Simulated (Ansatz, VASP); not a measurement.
BAs in VASP and in Ansatz

POSCAR

```
BAs
1.0
    0.0000000000      2.4157862801      2.3812712956
    2.4157862801      0.0000000000      2.3812712956
    2.4157862801      2.4157862801      0.0000000000
B As
1 1
Direct
    0.0000000000      0.0000000000      0.0000000000
    0.2500000000      0.2500000000      0.2500000000
```

INCAR.step1

```
PREC = Accurate
ENCUT = 520
ISMEAR = -1
SIGMA = 0.02
LREAL = False
LASPH = True
NELM = 150
MAGMOM = 0 0 0 0 0 0
LSORBIT = True
GGA_COMPAT = False
NBANDS = 20
GGA = PE
ALGO = Normal
EDIFF = 1E-4
LWAVE = True
LCHARG = False
```

INCAR.step2

```
PREC = Accurate
ENCUT = 520
EDIFF = 1E-6
ISMEAR = -1
SIGMA = 0.02
LREAL = False
LASPH = True
NELM = 150
ALGO = Normal
ISIF = 2
LWAVE = False
LCHARG = True
MAGMOM = 0 0 0 0 0 0
LORBIT = 11
LSORBIT = True
GGA_COMPAT = False
LORBMOM = True
METAGGA = R2SCAN
LMIXTAU = True
LVHAR = True
NBANDS = 20
ISTART = 1
```

The input KPOINTS:

```
regular mesh
0
Gamma
  10 10 10
```

Input for Ansatz:

```yaml
crystal:
  lattice:
    - [0.0, 2.4157862801, 2.3812712956]
    - [2.4157862801, 0.0, 2.3812712956]
    - [2.4157862801, 2.4157862801, 0.0]
  atoms:
    - { symbol: B, position: [0.0, 0.0, 0.0] }
    - { symbol: As, position: [0.25, 0.25, 0.25] }
kpoints:
  mp_grid: { grid: [10, 10, 10] }
  band_path:
    path:
      - [0.0, 0.0, 0.0]
      - [-0.5, -0.5, 0.0]
      - [-0.375, -0.375, 0.25]
      - [-0.375, 0.0, 0.375]
      - [0.0, 0.0, 0.5]
      - [-0.5, -0.25, 0.25]
      - [0.398438, 0.398438, 0.0]
    npoints: 1
hamiltonian:
  xc: r2scan
scf:
  occupations: { method: fermi_dirac, width: 0.02 }
  n_extra_bands: 8
magnetization:
  noncollinear: true
  spin_orbit: true
output:
  forces: true
  stress: true
  eigenvalues: true
```

Change from the starting cell: epitaxial_xy strain +1.0%.

Alike in both runs: task single point; functional r2SCAN; k mesh 10 × 10 × 10; occupations fermi-dirac, width 0.02 eV; non-collinear spin, spin-orbit coupling.

```csv
,VASP,Ansatz
version,VASP 6.6.1,Ansatz 0.2.0
potentials or method,"VASP PAW PBE potentials, release 64 (B, As)","plane waves, PAW"
plane-wave cutoff (eV),520,500
valence electrons in the cell,8,18
```

|  | VASP | Ansatz | Ansatz less VASP |
| --- | --- | --- | --- |
| pressure (GPa) | -1.9 | -2.1 | -0.21 |
| traceless stress, the component that is largest in VASP (GPa) | 2.06 | 2.06 | +0.003 |
| net moment per atom (μB) | 0.00 | 0.00 | 0.000 |

VASP's potentials were made for PBE, not for r2SCAN. VASP's potentials hold 8 valence electrons a cell and Ansatz's 18, so a difference there can come from the potentials and not from the codes.
